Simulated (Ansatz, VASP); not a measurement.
# AlN in VASP and in Ansatz

Contents of INCAR:

```
SYSTEM = AlN
PREC = Accurate
ENCUT = 520
EDIFF = 1E-6
ISMEAR = 0
SIGMA = 0.01
LREAL = .False.
LASPH = .True.
NELM = 60
ALGO = Normal
ISIF = 2
LWAVE = .False.
LCHARG = .False.
GGA = PE
NBANDS = 16
```

Contents of KPOINTS:

```
regular mesh
0
Gamma
  12 12 6
  0 0 0
```

POSCAR

```
AlN
1.0
    2.8328531143      0.0000000000      0.0000000000
   -1.4164265572      2.4533227621      0.0000000000
    0.0000000000      0.0000000000      4.8410108420
Al N
2 2
Direct
    0.0000000000      0.0000000000      0.0000000000
    0.0000000000      0.0000000000      0.5000000000
    0.3333333333      0.6666666667      0.2500000000
    0.6666666667      0.3333333333      0.7500000000
```

Input for Ansatz:

```yaml
crystal:
  lattice:
    - [2.8328531143, 0.0, 0.0]
    - [-1.4164265572, 2.4533227621, 0.0]
    - [0.0, 0.0, 4.841010842]
  atoms:
    - { symbol: Al, position: [0.0, 0.0, 0.0] }
    - { symbol: Al, position: [0.0, 0.0, 0.5] }
    - { symbol: "N", position: [0.3333333333, 0.6666666667, 0.25] }
    - { symbol: "N", position: [0.6666666667, 0.3333333333, 0.75] }
kpoints:
  mp_grid: { grid: [12, 12, 6] }
  band_path:
    path:
      - [0.0, 0.0, 0.0]
      - [0.5, 0.0, 0.0]
      - [0.3333333333, 0.3333333333, 0.0]
      - [0.0, 0.0, 0.5]
      - [0.5, 0.0, 0.5]
      - [0.3333333333, 0.3333333333, 0.5]
      - [0.0, -0.5, 0.317708]
    npoints: 1
hamiltonian:
  xc: pbe
scf:
  occupations: { method: fixed }
  n_extra_bands: 5
output:
  forces: true
  stress: true
  eigenvalues: true
```

Alike in both runs: task single point; functional PBE; k mesh 12 × 12 × 6; no spin polarisation.

|  | VASP | Ansatz |
| --- | --- | --- |
| version | VASP 6.6.1 | Ansatz 0.2.0 |
| potentials or method | VASP PAW PBE potentials, release 64 (Al, N) | plane waves, PAW |
| plane-wave cutoff (eV) | 520 | 420 |
| occupations | gaussian, width 0.01 eV | fixed |
| valence electrons in the cell | 16 | 16 |

Ansatz gave:

```
gap on the k mesh at the Fermi level (eV)                     : 4.92
pressure (GPa)                                                : 6.3
traceless stress, the component that is largest in VASP (GPa) : 1.06
```

Q: Which values does VASP return?

A: gap on the k mesh at the Fermi level (eV): 4.91; pressure (GPa): 6.0; traceless stress, the component that is largest in VASP (GPa): 0.96.
